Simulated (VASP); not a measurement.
# Si (P6_3/mmc) in VASP: notebook, part 2 of 2

VASP 6.6.1. The steps go on from the part before.

## (5) Single point, r2SCAN

File POSCAR:

```
Si
1.0
    2.4440000000      0.0000000000      0.0000000000
   -1.2220000000      2.1165700000      0.0000000000
    0.0000000000      0.0000000000      4.1520000000
Si
2
Direct
    0.3333333333      0.6666666667      0.2500000000
    0.6666666667      0.3333333333      0.7500000000
```

File INCAR.step1:

```
SYSTEM = Si
ALGO = Normal
EDIFF = 1E-4
ENCUT = 520
GGA = PE
ISMEAR = 1
LASPH = .True.
LCHARG = .False.
LREAL = .False.
LWAVE = .True.
NBANDS = 11
NELM = 60
PREC = Accurate
SIGMA = 0.1
```

File INCAR.step2:

```
SYSTEM = Si
ALGO = Normal
EDIFF = 1E-6
ENCUT = 520
ISIF = 2
ISMEAR = 1
ISTART = 1
LASPH = .True.
LCHARG = .False.
LMIXTAU = .True.
LREAL = .False.
LWAVE = .False.
METAGGA = R2SCAN
NBANDS = 11
NELM = 60
PREC = Accurate
SIGMA = 0.1
```

File KPOINTS:

```
k-points
0
Gamma
  14 14 7
  0 0 0
```

Potentials or basis: VASP PAW PBE potentials, release 64 (Si).

Started as:

```
cat potpaw_PBE.64/Si/POTCAR > POTCAR
cp INCAR.step1 INCAR
mpirun -np 1 vasp_std > vasp.out
cp INCAR.step2 INCAR
mpirun -np 1 vasp_std > vasp.out
```

OUTCAR:

```text
SYSTEM = Si
   EDIFF = 1E-6
   ENCUT = 520
   ISIF = 2
   ISMEAR = 1
   ISTART = 1
   LASPH = .True.
   LREAL = .False.
   METAGGA = R2SCAN
   NELM = 60
   PREC = Accurate

 ion  position               nearest neighbor table
   1  0.333  0.667  0.250-   2 2.51   2 2.51   2 2.51   2 2.51   2 2.51   2 2.51
   2  0.667  0.333  0.750-   1 2.51   1 2.51   1 2.51   1 2.51   1 2.51   1 2.51

  LATTYP: Found a hexagonal cell.
 ALAT       =     2.4440000000
 C/A-ratio  =     1.6988543372

  Lattice vectors:

 A1 = (   2.4440000000,   0.0000000000,   0.0000000000)
 A2 = (  -1.2220000000,   2.1165700000,   0.0000000000)
 A3 = (   0.0000000000,   0.0000000000,   4.1520000000)

Analysis of symmetry for initial positions (statically):
=====================================================================
 Subroutine PRICEL returns:
 Original cell was already a primitive cell.

 Routine SETGRP: Setting up the symmetry group for a
 hexagonal supercell.

 Subroutine GETGRP returns: Found 24 space group operations
 (whereof 12 operations were pure point group operations)
 out of a pool of 24 trial point group operations.

The static configuration has the point symmetry D_3d.
 The point group associated with its full space group is D_6h.

Analysis of symmetry for dynamics (positions and initial velocities):
=====================================================================
 Subroutine PRICEL returns:
 Original cell was already a primitive cell.

 Routine SETGRP: Setting up the symmetry group for a
 hexagonal supercell.

 Subroutine GETGRP returns: Found 24 space group operations
 (whereof 12 operations were pure point group operations)
 out of a pool of 24 trial point group operations.

The dynamic configuration has the point symmetry D_3d.
 The point group associated with its full space group is D_6h.

 Subroutine INISYM returns: Found 24 space group operations
 (whereof 12 operations are pure point group operations),
 and found     1 'primitive' translations
[... 120 lines left out ...]
   METAGGA = R2SCAN    functional components
   LHFCALC =     F    Hartree Fock is set to
   AEXX    =    0.0000 exact exchange contribution
   IVDW    =     0    specifies the selected vdW correction
   LEPSILON=     F    determine dielectric tensor
   LRPA    =     F    only Hartree local field effects (RPA)
 non-spin polarized calculation
 Methfessel and Paxton  Order N= 1 SIGMA  =   0.10
  energy-cutoff  :      520.00
  volume of cell :       21.48
 maximum number of plane-waves:       598
   NGX =  9   NGY =  9   NGZ = 15

 number of electron       8.0000000 magnetization

 Free energy of the ion-electron system (eV)
  ---------------------------------------------------
  ext. energy  EPLUGINS =         0.00000000
  ---------------------------------------------------
  free energy    TOTEN  =       -15.50542580 eV

  energy without entropy =      -15.50534503  energy(sigma->0) =      -15.50539887

 E-fermi :  14.6159     XC(G=0): -13.2890

 val. band max:       14.5807683447   @ k =   0.2857   0.1429   0.2857
 cond. band min:      14.6499151838   @ k =   0.2857   0.2143   0.4286
 fundamental gap:      0.0691468391
 Fermi energy:        14.6158645138

 k-point     1 :       0.0000    0.0000    0.0000
  band No.  band energies     occupation
      1      -3.8919      2.00000
      2       4.6883      2.00000
      3       4.9549      2.00000
      4      26.8798      0.00000
      5      26.8799      0.00000
      6      27.1059      0.00000
      7      27.1495      0.00000
      8      27.1496      0.00000
      9      29.5948      0.00000
     10      31.9470      0.00000
     11      33.0948      0.00000
[... 309 lines left out ...]
 k-point    24 :       0.3571    0.2857    0.0000
  band No.  band energies     occupation
      1       6.3895      2.00000
      2       6.4424      2.00000
      3       8.6480      2.00000
      4      14.0976      2.00000
      5      14.1530      2.00000
      6      15.0287     -0.00000
      7      16.6785      0.00000
      8      17.7483      0.00000
      9      18.2927      0.00000
     10      35.0143      0.00000
     11      37.1269      0.00000

 [... further k-points ...]

------------------------ aborting loop because EDIFF is reached ----------------------------------------

  FORCE on cell =-STRESS in cart. coord.  units (eV):
  Direction    XX          YY          ZZ          XY          YZ          ZX
  --------------------------------------------------------------------------------------
  -------------------------------------------------------------------------------------
  Total        5.3971278      5.3971477      6.4817646      0.0000000      0.0000000      0.0000000
  in kB      402.6077205    402.6092092    483.5180123      0.0000000      0.0000000      0.0000000
  external PRESSURE =     429.5783140 kB  Pullay stress =       0.0000000 kB

 VOLUME and BASIS-vectors are now :
 -----------------------------------------------------------------------------
  energy-cutoff  :      520.00
  volume of cell :       21.48
      direct lattice vectors                 reciprocal lattice vectors
     2.444000000  0.000000000  0.000000000     0.409165303  0.236231261  0.000000000
    -1.222000000  2.116570000  0.000000000     0.000000000  0.472462522  0.000000000
     0.000000000  0.000000000  4.152000000     0.000000000  0.000000000  0.240847784

 POSITION                                       TOTAL-FORCE (eV/Angst)
 -----------------------------------------------------------------------------------
     -0.00000      1.41105      1.03800        -0.000000     -0.000000      0.000000
      1.22200      0.70552      3.11400         0.000000      0.000000      0.000000
 -----------------------------------------------------------------------------------
    total drift:                               -0.000000     -0.000000     -0.000000

  FREE ENERGIE OF THE ION-ELECTRON SYSTEM (eV)
  ---------------------------------------------------
  free  energy   TOTEN  =       -15.5054257965 eV

  energy  without entropy=      -15.5053450290  energy(sigma->0) =      -15.50539887
```

OUTCAR.step1:

```text
SYSTEM = Si
   EDIFF = 1E-4
   ENCUT = 520
   GGA = PE
   ISMEAR = 1
   LASPH = .True.
   LREAL = .False.
[... 559 lines left out ...]
     -0.00000      1.41105      1.03800         0.000000      0.000000      0.000000
      1.22200      0.70552      3.11400        -0.000000     -0.000000      0.000000
 -----------------------------------------------------------------------------------
    total drift:                               -0.000000     -0.000000     -0.000000

  FREE ENERGIE OF THE ION-ELECTRON SYSTEM (eV)
  ---------------------------------------------------
  free  energy   TOTEN  =        -8.9826761982 eV

  energy  without entropy=       -8.9822082039  energy(sigma->0) =       -8.98252020
```

OSZICAR.step1:

```text
N       E                     dE             d eps       ncg     rms          rms(c)
DAV:   1     0.716030200854E+01    0.71603E+01   -0.36752E+03  2120   0.634E+02
DAV:   2    -0.867753962126E+01   -0.15838E+02   -0.15116E+02  2758   0.933E+01
DAV:   3    -0.905449544410E+01   -0.37696E+00   -0.37399E+00  2784   0.113E+01
DAV:   4    -0.905548228966E+01   -0.98685E-03   -0.98670E-03  2587   0.711E-01
DAV:   5    -0.905548450867E+01   -0.22190E-05   -0.22210E-05  2598   0.317E-02    0.673E+00
DAV:   6    -0.901012856352E+01    0.45356E-01   -0.64254E-03  2483   0.420E-01    0.377E+00
DAV:   7    -0.898293116013E+01    0.27197E-01   -0.13513E-02  2346   0.616E-01    0.216E-01
DAV:   8    -0.898267973198E+01    0.25143E-03   -0.16520E-04  2757   0.934E-02    0.346E-02
DAV:   9    -0.898267619823E+01    0.35338E-05   -0.61685E-06  1500   0.159E-02
   1 F= -.89826762E+01 E0= -.89825202E+01  d E =-.467994E-03
```

Wall time 69 s (1 thread of Intel Xeon 8259CL, shared host); peak memory 0.14 GiB.

What came out:

| Property | Result |
| --- | --- |
| Free energy | -15.5054 eV |
| Pressure | 43.0 GPa |
| Band gap on the k mesh | zero (bands 4 and 5 overlap by 15.75 eV) |

Stress tensor (GPa, compression positive):
```
40.26  0.00  0.00
 0.00 40.26  0.00
 0.00  0.00 48.35
```

Caveat: the cell stands under pressure; the PAW data sets were made with another functional, which shifts forces and pressure a little.

## (6) The runs side by side

```tsv
smearing	gap on the mesh (eV)	pressure (GPa)
methfessel-paxton 0.5 eV	none	43.1
methfessel-paxton 0.3 eV	none	43.1
methfessel-paxton 0.2 eV	none	43.0
methfessel-paxton 0.1 eV	none	43.0
```

Alike in all rows: task single point; level r2SCAN; potentials or basis VASP PAW PBE potentials, release 64 (Si); no spin polarisation; cell as given; k mesh 14 × 14 × 7; cutoff (eV) 520.

Caveats: the cell stands under pressure; the PAW data sets were made with another functional, which shifts forces and pressure a little; so wide a smearing shifts energies and pressures (at least some runs).

Total energies depend on the potentials used, so only differences within one code and one set of settings carry meaning.
